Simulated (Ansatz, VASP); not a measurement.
# One calculation of MgS, two programs

```xyz
4
Lattice="4.0286 0.0000 0.0000 -2.0143 3.4889 0.0000 0.0000 0.0000 6.4544" Properties=species:S:1:pos:R:3 pbc="T T T"
Mg    0.0000    2.3259   -0.0185
Mg    2.0143    1.1630    3.2087
S     0.0000    2.3259    2.4389
S     2.0143    1.1630    5.6661
```

Alike in both runs: task single point; functional PBE-based screened hybrid with a share of 0.4 of exact exchange and HFSCREEN = 0.5; k mesh 6 × 6 × 2; no spin polarisation.

|  | VASP | Ansatz |
| --- | --- | --- |
| version | VASP 6.6.1 | Ansatz 0.2.0 |
| potentials or method | VASP PAW PBE potentials, release 64 (Mg, S) | plane waves |
| plane-wave cutoff (eV) | 520 | 420 |
| occupations | gaussian, width 0.01 eV | fixed |
| valence electrons in the cell | 16 | 32 |

VASP gave:

- gap on the k mesh at the Fermi level (eV): 4.31
- pressure (GPa): -0.3

Q: Estimate Ansatz's values.

A: gap on the k mesh at the Fermi level (eV): 4.34; pressure (GPa): -0.1.

VASP's potentials were made for PBE, not for PBE-based screened hybrid. VASP's potentials hold 16 valence electrons a cell and Ansatz's 32, so a difference there can come from the potentials and not from the codes. Ansatz's warnings: stress exchange threshold loose, stress scf threshold loose.

The k mesh is coarse, so the values compare programs but aren't converged.
